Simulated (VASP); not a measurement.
# TePb (I4/mmm) in VASP: notebook

The runs below take TePb through single point, with PBEsol.

Everything below comes from runs of VASP 6.6.1. Logs are shortened: lines on timing, memory, paths and dates and some standing lists are left out, and cuts for length are marked.

## (1) The cell of the first run

Symmetry: I4/mmm, No. 139, tetragonal system. The conventional cell has a = 4.421 Å, b = 4.421 Å, c = 6.877 Å, α = 90.00°, β = 90.00°, γ = 90.00°. Within 4.1 Å of Te (site symmetry 4/mmm) lie 6 Pb at 3.13 to 3.44 Å. Pb (site symmetry 4/mmm) has 6 Te at 3.13 to 3.44 Å within 4.1 Å.

## (2) Single point, PBEsol

The input, INCAR:

```
  ALGO = Normal
  EDIFF = 1E-6
  ENCUT = 520
  GGA = PS
  ISIF = 2
  ISMEAR = 0
  LASPH = T
  LCHARG = F
  LREAL = F
  LWAVE = F
  NBANDS = 17
  NELM = 80
  PREC = Accurate
  SIGMA = 0.05
```

The input, KPOINTS:

```
k-points
0
Gamma
  8 8 8
```

The input, POSCAR:

```
TePb
1.0
    0.0000000000      3.1260894710      3.4386984180
    3.1260894710      0.0000000000      3.4386984180
    3.1260894710      3.1260894710      0.0000000000
Te Pb
1 1
Direct
    0.5000000000      0.5000000000      0.5000000000
    0.0000000000      0.0000000000      0.0000000000
```

Potentials or basis: VASP PAW PBE potentials, release 64 (Te, Pb_d).

On the command line:

```sh
> cat potpaw_PBE.64/Te/POTCAR potpaw_PBE.64/Pb_d/POTCAR > POTCAR
> mpirun -np 1 vasp_std > vasp.out
```

OUTCAR:

```text
EDIFF = 1E-6
   ENCUT = 520
   GGA = PS
   ISIF = 2
   ISMEAR = 0
   LASPH = T
   LREAL = F
   NELM = 80
   PREC = Accurate

 ion  position               nearest neighbor table
   1  0.500  0.500  0.500-   2 3.13   2 3.13   2 3.13   2 3.13   2 3.44   2 3.44
   2  0.000  0.000  0.000-   1 3.13   1 3.13   1 3.13   1 3.13   1 3.44   1 3.44

  LATTYP: Found a body centered tetragonal cell.
 ALAT       =     4.4209581271
 C/A-ratio  =     1.5556349186

  Lattice vectors:

 A1 = (  -3.1260894710,   0.0000000000,   3.4386984180)
 A2 = (   3.1260894710,   0.0000000000,   3.4386984180)
 A3 = (   0.0000000000,   3.1260894710,  -3.4386984180)

Analysis of symmetry for initial positions (statically):
=====================================================================
 Subroutine PRICEL returns:
 Original cell was already a primitive cell.

 Routine SETGRP: Setting up the symmetry group for a
 body centered tetragonal supercell.

 Subroutine GETGRP returns: Found 16 space group operations
 (whereof 16 operations were pure point group operations)
 out of a pool of 16 trial point group operations.

The static configuration has the point symmetry D_4h.

Analysis of symmetry for dynamics (positions and initial velocities):
=====================================================================
 Subroutine PRICEL returns:
 Original cell was already a primitive cell.

 Routine SETGRP: Setting up the symmetry group for a
 body centered tetragonal supercell.

 Subroutine GETGRP returns: Found 16 space group operations
 (whereof 16 operations were pure point group operations)
 out of a pool of 16 trial point group operations.

The dynamic configuration has the point symmetry D_4h.

 Subroutine INISYM returns: Found 16 space group operations
 (whereof 16 operations are pure point group operations),
 and found     1 'primitive' translations

----------------------------------------------------------------------------------------

                                     Primitive cell

  volume of cell :      67.2089

  direct lattice vectors                    reciprocal lattice vectors
     0.000000000  3.126089471  3.438698418    -0.159944239  0.159944239  0.145403853
     3.126089471  0.000000000  3.438698418     0.159944239 -0.159944239  0.145403853
     3.126089471  3.126089471  0.000000000     0.159944239  0.159944239 -0.145403853

  length of vectors
     4.647266099  4.647266099  4.420958127     0.268898865  0.268898865  0.268898865

  position of ions in fractional coordinates (direct lattice)
     0.500000000  0.500000000  0.500000000
     0.000000000  0.000000000  0.000000000

[... 77 lines left out ...]
   LREAL  =      F    real-space projection
   EDIFFG = 0.1E-04   stopping-criterion for IOM
   NSW    =      0    number of steps for IOM
   IBRION =     -1    ionic relax: 0-MD 1-quasi-New 2-CG
   NFREE  =      0    steps in history (QN), initial steepest desc. (CG)
   ISIF   =      2    stress and relaxation
   ISYM   =      2    0-nonsym 1-usesym 2-fastsym
   POTIM  = 0.5000    time-step for ionic-motion
   TEBEG  =    0.0;   TEEND  =   0.0 temperature during run
   PSTRESS=    0.0 pullay stress
   NELECT =      20.0000    total number of electrons
   NUPDOWN=      -1.0000    fix difference up-down
   EMIN   =  10.00;   EMAX   =-10.00  energy-range for DOS
   EFERMI =   0.00;   METHOD = LEGACY
   ISMEAR =     0;   SIGMA  =   0.05  broadening in eV -4-tet -1-fermi 0-gaus
   EFERMI_NEDOS =   21; number of points for ismear=-14 and -15
   IALGO  =     38    algorithm
   IMIX   =      4    mixing-type and parameters
     AMIX     =   0.40;   BMIX     =  1.00
     AMIX_MAG =   1.60;   BMIX_MAG =  1.00
  volume/ion in A,a.u.               =      33.60       226.77
  Fermi-wavevector in a.u.,A,eV,Ry     =   1.092972  2.065418 16.253366  1.194589
  Thomas-Fermi vector in A             =   2.229249
   LORBIT       =      0    0 simple, 1 ext, 2 COOP (PROOUT), +10 PAW based schemes
   GGA     = PS    functional components
   LHFCALC =     F    Hartree Fock is set to
   AEXX    =    0.0000 exact exchange contribution
   IVDW    =     0    specifies the selected vdW correction
   LEPSILON=     F    determine dielectric tensor
   LRPA    =     F    only Hartree local field effects (RPA)
 non-spin polarized calculation
 Gauss-broadening in eV      SIGMA  =   0.05
  energy-cutoff  :      520.00
  volume of cell :       67.21
 maximum number of plane-waves:      1841
   NGX = 17   NGY = 17   NGZ = 17

 number of electron      20.0000002 magnetization

 Free energy of the ion-electron system (eV)
  ---------------------------------------------------
  ext. energy  EPLUGINS =         0.00000000
  ---------------------------------------------------
  free energy    TOTEN  =        -8.12525094 eV

  energy without entropy =       -8.12525090  energy(sigma->0) =       -8.12525092

 E-fermi :   5.8594     XC(G=0):  -9.4729

 val. band max:        5.7075187987   @ k =   0.5000   0.0000   0.0000
 cond. band min:       6.0113027465   @ k =   0.5000   0.0000   0.0000
 fundamental gap:      0.3037839478
 Fermi energy:         5.8594104055

 k-point     1 :       0.0000    0.0000    0.0000
  band No.  band energies     occupation
      1     -11.1569      2.00000
      2     -11.1231      2.00000
      3     -11.1231      2.00000
      4     -11.1086      2.00000
      5     -11.0985      2.00000
      6      -6.6013      2.00000
[... 457 lines left out ...]
      4     -11.1128      2.00000
      5     -11.0773      2.00000
      6      -5.5514      2.00000
[... 9 lines left out ...]
     16      14.2703      0.00000
     17      14.7150      0.00000

 [... further k-points ...]

------------------------ aborting loop because EDIFF is reached ----------------------------------------

  FORCE on cell =-STRESS in cart. coord.  units (eV):
  Direction    XX          YY          ZZ          XY          YZ          ZX
  --------------------------------------------------------------------------------------
  -------------------------------------------------------------------------------------
  Total        1.7061418      1.7061418     -2.2523507      0.0000000      0.0000000      0.0000000
  in kB       40.6723077     40.6723077    -53.6932504      0.0000000      0.0000000      0.0000000
  external PRESSURE =       9.2171216 kB  Pullay stress =       0.0000000 kB

 VOLUME and BASIS-vectors are now :
 -----------------------------------------------------------------------------
  energy-cutoff  :      520.00
  volume of cell :       67.21
      direct lattice vectors                 reciprocal lattice vectors
     0.000000000  3.126089471  3.438698418    -0.159944239  0.159944239  0.145403853
     3.126089471  0.000000000  3.438698418     0.159944239 -0.159944239  0.145403853
     3.126089471  3.126089471  0.000000000     0.159944239  0.159944239 -0.145403853

 POSITION                                       TOTAL-FORCE (eV/Angst)
 -----------------------------------------------------------------------------------
      3.12609      3.12609      3.43870         0.000000      0.000000     -0.000000
      0.00000      0.00000      0.00000        -0.000000      0.000000      0.000000
 -----------------------------------------------------------------------------------
    total drift:                               -0.000000      0.000000      0.000000

  FREE ENERGIE OF THE ION-ELECTRON SYSTEM (eV)
  ---------------------------------------------------
  free  energy   TOTEN  =        -8.1252509441 eV

  energy  without entropy=       -8.1252509008  energy(sigma->0) =       -8.12525092
```

stdout:

```text
POSCAR found type information on POSCAR TePb
 POSCAR found :  2 types and       2 ions
 scaLAPACK will be used
 -----------------------------------------------------------------------------
|                                                                             |
|                                                                             |
|     You enforced a specific xc type in the INCAR file but a different       |
|     I HOPE YOU KNOW WHAT YOU ARE DOING!                                     |
|                                                                             |
 -----------------------------------------------------------------------------

 LDA part: xc-table for (Slater+PW92), standard interpolation
 POSCAR, INCAR and KPOINTS ok, starting setup
 FFT: planning ... GRIDC
 FFT: planning ... GRID_SOFT
 FFT: planning ... GRID
 WAVECAR not read
 entering main loop
```

Wall time 46 s (1 thread of Intel Xeon Platinum 8259CL at 2.50GHz (Skylake/Cascade Lake), shared host); peak memory 0.24 GiB.

What came out:

```yaml
Free_energy: -8.1253 eV
Pressure: 0.9 GPa
Band_gap_on_the_k_mesh: 0.30 eV
```

Caveat: the PAW data sets were made with another functional, which shifts forces and pressure a little; spin-orbit coupling is left out, which moves the levels of the heavy elements.

## (3) Single point, PBEsol

This run uses another cell than the first one, of the same volume but with other edges.

The input, INCAR:

```
SYSTEM = TePb
ALGO = Normal
EDIFF = 1E-6
ENCUT = 520
GGA = PS
ISIF = 2
ISMEAR = 0
LASPH = .True.
LCHARG = .True.
LELF = .True.
LREAL = .False.
LVHAR = .True.
LWAVE = .False.
NBANDS = 17
NELM = 100
PREC = Accurate
SIGMA = 0.05
```

The input, KPOINTS:

```
k-points
0
Gamma
  8 8 8
  0 0 0
```

The input, POSCAR:

```
TePb
1.0
    0.0000000000      3.7252993776      2.4214445955
    3.7252993776      0.0000000000      2.4214445955
    3.7252993776      3.7252993776      0.0000000000
Te Pb
1 1
Direct
    0.5000000000      0.5000000000      0.5000000000
    0.0000000000      0.0000000000      0.0000000000
```

Potentials or basis: VASP PAW PBE potentials, release 64 (Te, Pb_d).

On the command line:

```sh
> cat potpaw_PBE.64/Te/POTCAR potpaw_PBE.64/Pb_d/POTCAR > POTCAR
> mpirun -np 1 vasp_std > vasp.out
```

It took 52 s on 1 thread of Intel Xeon Platinum 8259CL at 2.50GHz (Skylake/Cascade Lake), shared host; peak memory 0.26 GiB.

The run converged. Its results:

* Free energy: -4.4848 eV
* Pressure: 22.8 GPa
* Band gap on the k mesh: zero (bands 10 and 11 overlap by 2.07 eV)

Stress tensor (GPa, compression positive):
```
-1.73  0.00  0.00
 0.00 -1.73  0.00
 0.00  0.00 72.00
```

Levels at points of the mesh, in eV from the Fermi level:
| k point | band 7 | band 8 | band 9 | band 10 | band 11 | band 12 | band 13 | band 14 |
| --- | --- | --- | --- | --- | --- | --- | --- | --- |
| (0.00, 0.00, 0.00) | -5.80 | -4.98 | -2.28 | -2.28 | 1.57 | 1.57 | 3.02 | 4.38 |
| (0.50, 0.00, 0.00) | -10.82 | -2.69 | -2.57 | -1.18 | -0.70 | 3.42 | 4.21 | 6.22 |
| (0.50, 0.50, 0.00) | -6.76 | -6.69 | -5.01 | -5.01 | 1.55 | 4.32 | 4.32 | 7.01 |
| (0.50, 0.00, 0.50) | -6.26 | -5.85 | -5.83 | -2.06 | 1.12 | 3.74 | 4.58 | 5.23 |

Caveat: the cell stands under pressure; the PAW data sets were made with another functional, which shifts forces and pressure a little; spin-orbit coupling is left out, which moves the levels of the heavy elements.
